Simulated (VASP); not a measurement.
# MgSc2C2 (P4/mmm) in VASP: further runs

MgSc2C2 is run at these levels: PBE; tasks: single point.

All numbers are computed with VASP 6.6.1; they aren't measurements. Logs are shortened: lines on timing, memory, paths and dates and some standing lists are left out, and cuts for length are marked.

## Step 1: The cell of the first run

It takes space group P4/mmm (No. 123, tetragonal). Conventional cell: a = 4.602 Å, b = 4.602 Å, c = 4.372 Å, α = 90.00°, β = 90.00°, γ = 90.00°. Within 3.0 Å of Mg (site symmetry 4/mmm) lie 4 C at 2.30 Å. Within 2.9 Å of Sc (site symmetry mmm) lie 2 C at 2.19 Å. C (site symmetry mmm) has 2 Sc at 2.19 Å and 2 Mg at 2.30 Å within 2.9 Å.

The cell was built from a structure type or drawn by symmetry, and may not be a known phase.

## Step 2: Single point, PBE

File INCAR:

```
  PREC = Accurate
  ENCUT = 750
  EDIFF = 1E-6
  ISMEAR = 0
  SIGMA = 0.1
  LREAL = False
  LASPH = True
  NELM = 120
  ALGO = Normal
  ISIF = 2
  LWAVE = False
  LCHARG = False
  GGA = PE
  NBANDS = 28
  GGA_COMPAT = False
```

File KPOINTS:

```
regular mesh
0
Gamma
  4 4 4
```

File POSCAR:

```
MgSc2C2
1.0
    4.6019101570      0.0000000000      0.0000000000
    0.0000000000      4.6019101570      0.0000000000
    0.0000000000      0.0000000000      4.3720963225
Mg Sc C
1 2 2
Direct
    0.0000000000      0.0000000000      0.5000000000
    0.0000000000      0.5000000000      0.0000000000
    0.5000000000      0.0000000000      0.0000000000
    0.0000000000      0.5000000000      0.5000000000
    0.5000000000      0.0000000000      0.5000000000
```

Potentials or basis: VASP PAW PBE potentials, release 64 (Mg_sv, Sc_sv, C).

Run with:

```bash
$ cat potpaw_PBE.64/Mg_sv/POTCAR potpaw_PBE.64/Sc_sv/POTCAR potpaw_PBE.64/C/POTCAR > POTCAR
$ mpirun -np 1 vasp_std > vasp.out
```

OUTCAR:

```text
PREC = Accurate
   ENCUT = 750
   EDIFF = 1E-6
   ISMEAR = 0
   LREAL = False
   LASPH = True
   NELM = 120
   ISIF = 2
   GGA = PE

 ion  position               nearest neighbor table
   1  0.000  0.000  0.500-
   2  0.000  0.500  0.000-   4 2.19   4 2.19   3 3.25   3 3.25   3 3.25   3 3.25
   3  0.500  0.000  0.000-   5 2.19   5 2.19   2 3.25   2 3.25   2 3.25   2 3.25
   4  0.000  0.500  0.500-   2 2.19   2 2.19
   5  0.500  0.000  0.500-   3 2.19   3 2.19

  LATTYP: Found a simple tetragonal cell.
 ALAT       =     4.6019101570
 C/A-ratio  =     0.9500612079

  Lattice vectors:

 A1 = (   4.6019101570,   0.0000000000,   0.0000000000)
 A2 = (   0.0000000000,   4.6019101570,   0.0000000000)
 A3 = (   0.0000000000,   0.0000000000,   4.3720963225)

Analysis of symmetry for initial positions (statically):
=====================================================================
 Subroutine PRICEL returns:
 Original cell was already a primitive cell.

 Routine SETGRP: Setting up the symmetry group for a
 simple tetragonal supercell.

 Subroutine GETGRP returns: Found 16 space group operations
 (whereof 16 operations were pure point group operations)
 out of a pool of 16 trial point group operations.

The static configuration has the point symmetry D_4h.

Analysis of symmetry for dynamics (positions and initial velocities):
=====================================================================
 Subroutine PRICEL returns:
 Original cell was already a primitive cell.

 Routine SETGRP: Setting up the symmetry group for a
 simple tetragonal supercell.

 Subroutine GETGRP returns: Found 16 space group operations
 (whereof 16 operations were pure point group operations)
 out of a pool of 16 trial point group operations.

The dynamic configuration has the point symmetry D_4h.

 Subroutine INISYM returns: Found 16 space group operations
 (whereof 16 operations are pure point group operations),
 and found     1 'primitive' translations

----------------------------------------------------------------------------------------

                                     Primitive cell

  volume of cell :      92.5904

  direct lattice vectors                    reciprocal lattice vectors
     4.601910157  0.000000000  0.000000000     0.217301070  0.000000000  0.000000000
     0.000000000  4.601910157  0.000000000     0.000000000  0.217301070  0.000000000
     0.000000000  0.000000000  4.372096323     0.000000000  0.000000000  0.228723232

  length of vectors
     4.601910157  4.601910157  4.372096323     0.217301070  0.217301070  0.228723232

  position of ions in fractional coordinates (direct lattice)
     0.000000000  0.000000000  0.500000000
     0.000000000  0.500000000  0.000000000
     0.500000000  0.000000000  0.000000000
     0.000000000  0.500000000  0.500000000
     0.500000000  0.000000000  0.500000000

  ion indices of the primitive-cell ions
   primitive index   ion index
                 1           1
                 2           2
                 3           3
                 4           4
                 5           5

----------------------------------------------------------------------------------------

 KPOINTS: regular mesh

Automatic generation of k-mesh.
 Grid dimensions read from file:
 generate k-points for:    4    4    4

 Generating k-lattice:

  Cartesian coordinates                     Fractional coordinates (reciprocal lattice)
     0.054325267  0.000000000  0.000000000     0.250000000  0.000000000  0.000000000
     0.000000000  0.054325267  0.000000000     0.000000000  0.250000000  0.000000000
     0.000000000  0.000000000  0.057180808     0.000000000  0.000000000  0.250000000

  Length of vectors
     0.054325267  0.054325267  0.057180808

  Shift w.r.t. Gamma in fractional coordinates (k-lattice)
     0.000000000  0.000000000  0.000000000

 Subroutine IBZKPT returns following result:
 ===========================================

 Found     18 irreducible k-points:

 Following reciprocal coordinates:
            Coordinates               Weight
  0.000000  0.000000  0.000000      1.000000
  0.250000  0.000000  0.000000      4.000000
  0.500000  0.000000  0.000000      2.000000
  0.250000  0.250000  0.000000      4.000000
  0.500000  0.250000  0.000000      4.000000
  0.500000  0.500000  0.000000      1.000000
[... 10 lines left out ...]
  0.500000  0.250000  0.500000      4.000000
  0.500000  0.500000  0.500000      1.000000
   k-points           NKPTS =     18   k-points in BZ     NKDIM =     18   number of bands    NBANDS=     28
   number of dos      NEDOS =    301   number of ions     NIONS =      5
   total plane-waves  NPLWV =  70560
   dimension x,y,z NGX =    42 NGY =   42 NGZ =   40
   dimension x,y,z NGXF=    84 NGYF=   84 NGZF=   80
   ions per type =               1   2   2
   NGX,Y,Z   is equivalent  to a cutoff of  15.17, 15.17, 15.21 a.u.
   NGXF,Y,Z  is equivalent  to a cutoff of  30.35, 30.35, 30.42 a.u.
 SYSTEM =  unknown system
   PREC   = accura    normal or accurate (medium, high low for compatibility)
   ISTART =      0    job   : 0-new  1-cont  2-samecut
   ICHARG =      2    charge: 1-file 2-atom 10-const
   ISPIN  =      1    spin polarized calculation?
   LNONCOLLINEAR =      F non collinear calculations
   LSORBIT =      F    spin-orbit coupling
   LASPH  =      T    aspherical Exc in radial PAW
   ENCUT  =  750.0 eV  55.12 Ry    7.42 a.u.  10.28 10.28  9.76*2*pi/ulx,y,z
   NELM   =    120;   NELMIN=  2; NELMDL= -5     # of ELM steps
   EDIFF  = 0.1E-05   stopping-criterion for ELM
   LREAL  =      F    real-space projection
   EDIFFG = 0.1E-04   stopping-criterion for IOM
   NSW    =      0    number of steps for IOM
   IBRION =     -1    ionic relax: 0-MD 1-quasi-New 2-CG
   NFREE  =      0    steps in history (QN), initial steepest desc. (CG)
   ISIF   =      2    stress and relaxation
   ISYM   =      2    0-nonsym 1-usesym 2-fastsym
   POTIM  = 0.5000    time-step for ionic-motion
   TEBEG  =    0.0;   TEEND  =   0.0 temperature during run
   PSTRESS=    0.0 pullay stress
   NELECT =      40.0000    total number of electrons
   NUPDOWN=      -1.0000    fix difference up-down
   EMIN   =  10.00;   EMAX   =-10.00  energy-range for DOS
   EFERMI =   0.00;   METHOD = LEGACY
   ISMEAR =     0;   SIGMA  =   0.10  broadening in eV -4-tet -1-fermi 0-gaus
   EFERMI_NEDOS =   21; number of points for ismear=-14 and -15
   IALGO  =     38    algorithm
   IMIX   =      4    mixing-type and parameters
     AMIX     =   0.40;   BMIX     =  1.00
     AMIX_MAG =   1.60;   BMIX_MAG =  1.00
  volume/ion in A,a.u.               =      18.52       124.97
  Fermi-wavevector in a.u.,A,eV,Ry     =   1.237579  2.338685 20.838698  1.531601
  Thomas-Fermi vector in A             =   2.372140
   LORBIT       =      0    0 simple, 1 ext, 2 COOP (PROOUT), +10 PAW based schemes
   GGA     = PE    functional components
   LHFCALC =     F    Hartree Fock is set to
   AEXX    =    0.0000 exact exchange contribution
   IVDW    =     0    specifies the selected vdW correction
   LEPSILON=     F    determine dielectric tensor
   LRPA    =     F    only Hartree local field effects (RPA)
 non-spin polarized calculation
 Gauss-broadening in eV      SIGMA  =   0.10
  energy-cutoff  :      750.00
  volume of cell :       92.59
 maximum number of plane-waves:      4348
 NGX is ok and might be reduce to    42
   NGX = 21   NGY = 21   NGZ = 19

 number of electron      40.0000007 magnetization

 Free energy of the ion-electron system (eV)
  ---------------------------------------------------
  ext. energy  EPLUGINS =         0.00000000
  ---------------------------------------------------
  free energy    TOTEN  =       -27.33161089 eV

  energy without entropy =      -27.29194759  energy(sigma->0) =      -27.31177924

 E-fermi :   2.6462     XC(G=0):  -9.5452

 val. band max:        2.6067407400   @ k =   0.5000   0.0000   0.2500
 cond. band min:       2.6538514108   @ k =   0.5000   0.2500   0.2500
 fundamental gap:      0.0471106708
 Fermi energy:         2.6462258460

 k-point     1 :       0.0000    0.0000    0.0000
  band No.  band energies     occupation
      1     -71.6252      2.00000
      2     -46.5526      2.00000
      3     -46.5108      2.00000
      4     -38.4453      2.00000
      5     -38.3600      2.00000
      6     -38.3600      2.00000
[... 20 lines left out ...]
     27       5.6391      0.00000
     28       6.0135      0.00000

 k-point     2 :       0.2500    0.0000    0.0000
  band No.  band energies     occupation
      1     -71.6252      2.00000
      2     -46.5465      2.00000
      3     -46.5169      2.00000
      4     -38.4453      2.00000
      5     -38.3600      2.00000
      6     -38.3600      2.00000
[... 20 lines left out ...]
     27       5.3975      0.00000
     28       5.6366      0.00000

 k-point     3 :       0.5000    0.0000    0.0000
  band No.  band energies     occupation
      1     -71.6251      2.00000
      2     -46.5316      2.00000
      3     -46.5316      2.00000
      4     -38.4453      2.00000
      5     -38.3600      2.00000
      6     -38.3599      2.00000
[... 20 lines left out ...]
     27       4.7966      0.00000
     28       4.9988      0.00000

 k-point     4 :       0.2500    0.2500    0.0000
  band No.  band energies     occupation
      1     -71.6252      2.00000
      2     -46.5421      2.00000
      3     -46.5212      2.00000
      4     -38.4453      2.00000
      5     -38.3601      2.00000
      6     -38.3599      2.00000
[... 392 lines left out ...]
     27       6.5869      0.00000
     28       7.0990      0.00000

 k-point    17 :       0.5000    0.2500    0.5000
  band No.  band energies     occupation
      1     -71.6252      2.00000
      2     -46.5313      2.00000
      3     -46.5313      2.00000
      4     -38.4456      2.00000
      5     -38.3601      2.00000
      6     -38.3600      2.00000
[... 20 lines left out ...]
     27       6.5256      0.00000
     28       6.8745      0.00000

 k-point    18 :       0.5000    0.5000    0.5000
  band No.  band energies     occupation
      1     -71.6252      2.00000
      2     -46.5312      2.00000
      3     -46.5312      2.00000
      4     -38.4456      2.00000
      5     -38.3601      2.00000
      6     -38.3601      2.00000
[... 20 lines left out ...]
     27       6.3626      0.00000
     28       6.7329      0.00000

------------------------ aborting loop because EDIFF is reached ----------------------------------------

  FORCE on cell =-STRESS in cart. coord.  units (eV):
  Direction    XX          YY          ZZ          XY          YZ          ZX
  --------------------------------------------------------------------------------------
  -------------------------------------------------------------------------------------
  Total        0.0261144      0.0261144      0.1596228      0.0000000      0.0000000      0.0000000
  in kB        0.4518818      0.4518818      2.7621007      0.0000000      0.0000000      0.0000000
  external PRESSURE =       1.2219548 kB  Pullay stress =       0.0000000 kB

 VOLUME and BASIS-vectors are now :
 -----------------------------------------------------------------------------
  energy-cutoff  :      750.00
  volume of cell :       92.59
      direct lattice vectors                 reciprocal lattice vectors
     4.601910157  0.000000000  0.000000000     0.217301070  0.000000000  0.000000000
     0.000000000  4.601910157  0.000000000     0.000000000  0.217301070  0.000000000
     0.000000000  0.000000000  4.372096323     0.000000000  0.000000000  0.228723232

 POSITION                                       TOTAL-FORCE (eV/Angst)
 -----------------------------------------------------------------------------------
      0.00000      0.00000      2.18605         0.000000      0.000000      0.000000
      0.00000      2.30096      0.00000         0.000000      0.000000      0.000000
      2.30096      0.00000      0.00000         0.000000      0.000000      0.000000
      0.00000      2.30096      2.18605         0.000000      0.000000      0.000000
      2.30096      0.00000      2.18605         0.000000      0.000000      0.000000
 -----------------------------------------------------------------------------------
    total drift:                                0.000000      0.000000     -0.000000

  FREE ENERGIE OF THE ION-ELECTRON SYSTEM (eV)
  ---------------------------------------------------
  free  energy   TOTEN  =       -27.3316108905 eV

  energy  without entropy=      -27.2919475881  energy(sigma->0) =      -27.31177924
```

Wall time 2.4 min (1 thread of Intel Xeon 6975P-C (Granite Rapids), shared host); peak memory 0.28 GiB.

What came out:

* Free energy: -27.3316 eV
* Pressure: 0.1 GPa
* Band gap on the k mesh: zero (bands 20 and 21 overlap by 1.12 eV)

Stress tensor (GPa, compression positive):
```
0.05 0.00 0.00
0.00 0.05 0.00
0.00 0.00 0.28
```

Levels at points of the mesh, in eV from the Fermi level:
```
           k point  band 18  band 19  band 20  band 21  band 22  band 23
(0.00, 0.00, 0.00)    -0.90    -0.71     0.34     0.83     1.21     1.21
(0.50, 0.00, 0.00)    -0.41    -0.35    -0.16     0.74     1.58     1.90
(0.50, 0.50, 0.00)     0.07     0.12     0.12     0.33     0.81     1.17
(0.00, 0.00, 0.50)    -1.93    -1.25    -0.42     0.19     0.19     0.46
(0.50, 0.00, 0.50)    -1.97    -1.06    -0.91    -0.78    -0.04     1.32
(0.50, 0.50, 0.50)    -2.53    -0.16    -0.08     0.22     0.22     0.87
```

## Step 3: Single point, PBE

This run uses another cell than the first one, of 18.56 Å³/atom.

File INCAR:

```
SYSTEM = MgSc2C2
PREC = Accurate ; ENCUT = 750
EDIFF = 1E-6 ; ISMEAR = 0
SIGMA = 0.1 ; LREAL = .FALSE.
LASPH = .TRUE. ; NELM = 120
ALGO = Normal ; ISIF = 2
LWAVE = .FALSE. ; LCHARG = .FALSE.
GGA = PE ; NBANDS = 28
GGA_COMPAT = .FALSE.
```

File KPOINTS:

```
Automatic mesh
0
G
  8 8 8
  0 0 0
```

POSCAR, as its differences from that of step 2:

```diff
@@ -2,5 +2,5 @@
 1.0
-    4.6019101570      0.0000000000      0.0000000000
-    0.0000000000      4.6019101570      0.0000000000
-    0.0000000000      0.0000000000      4.3720963225
+    4.6051389474      0.0000000000      0.0000000000
+    0.0000000000      4.6051389474      0.0000000000
+    0.0000000000      0.0000000000      4.3760489824
 Mg Sc C
```

Potentials or basis: VASP PAW PBE potentials, release 64 (Mg_sv, Sc_sv, C).

Run with:

```bash
$ cat potpaw_PBE.64/Mg_sv/POTCAR potpaw_PBE.64/Sc_sv/POTCAR potpaw_PBE.64/C/POTCAR > POTCAR
$ mpirun -np 1 vasp_std > vasp.out
```

It took 4 min on 1 thread of AMD EPYC 9R45 (Zen 5), shared host; peak memory 0.43 GiB.

The run converged. Its results:

```
Free energy            : -27.3391 eV
Pressure               : 0.0 GPa
Band gap on the k mesh : zero (bands 20 and 21 overlap by 1.11 eV)
```

Stress tensor (GPa, compression positive):
```
-0.16  0.00  0.00
 0.00 -0.16  0.00
 0.00  0.00  0.30
```

Levels at points of the mesh, in eV from the Fermi level:
```tsv
k point	band 16	band 17	band 18	band 19	band 20	band 21	band 22	band 23	band 24	band 25
(0.00, 0.00, 0.00)	-1.94	-1.94	-0.87	-0.67	0.37	0.85	1.23	1.23	1.46	1.46
(0.50, 0.00, 0.00)	-1.43	-1.32	-0.38	-0.32	-0.13	0.77	1.61	1.92	2.01	2.05
(0.50, 0.50, 0.00)	-2.33	0.10	0.10	0.14	0.14	0.37	0.83	1.20	2.06	2.28
(0.00, 0.00, 0.50)	-2.58	-2.58	-1.90	-1.22	-0.39	0.22	0.22	0.48	3.40	3.83
(0.50, 0.00, 0.50)	-2.61	-2.33	-1.93	-1.03	-0.88	-0.74	-0.01	1.34	1.48	2.08
(0.50, 0.50, 0.50)	-2.70	-2.49	-2.49	-0.13	-0.05	0.25	0.25	0.90	1.49	2.33
```
